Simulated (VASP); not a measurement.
A run of VASP 6.6.1:

File INCAR:

```
PREC = Accurate ; ENCUT = 520
EDIFF = 1E-7 ; ISMEAR = -1
SIGMA = 0.05 ; LREAL = F
LASPH = T ; NELM = 150
ALGO = Normal ; ISIF = 2
LWAVE = F ; LCHARG = F
ISPIN = 2 ; MAGMOM = 4 4
LORBIT = 11 ; LMAXMIX = 4
GGA = PS ; NBANDS = 24
```

The input KPOINTS:

```
Automatic mesh
0
Gamma
  12 12 7
```

File POSCAR:

```
Mn
1.0
    2.5000942351      0.0000000000      0.0000000000
   -1.2500471176      2.1651451195      0.0000000000
    0.0000000000      0.0000000000      4.0528593201
Mn
2
Direct
    0.3333333333      0.6666666667      0.2500000000
    0.6666666667      0.3333333333      0.7500000000
```

Potentials or basis: VASP PAW PBE potentials, release 64 (Mn_pv).

Launch:

```console
$ cat potpaw_PBE.64/Mn_pv/POTCAR > POTCAR
$ mpirun -np 1 vasp_std > vasp.out
```

Hardware: 1 thread of Intel(R) Xeon(R) 6975P-C (Granite Rapids) (shared host).

Task: Estimate the wall time of this run.

Result: Run time: 34 s on 1 thread of Intel(R) Xeon(R) 6975P-C (Granite Rapids), with other jobs on the host, peak memory 0.18 GiB. Counts: scf iterations 15, k points 76.
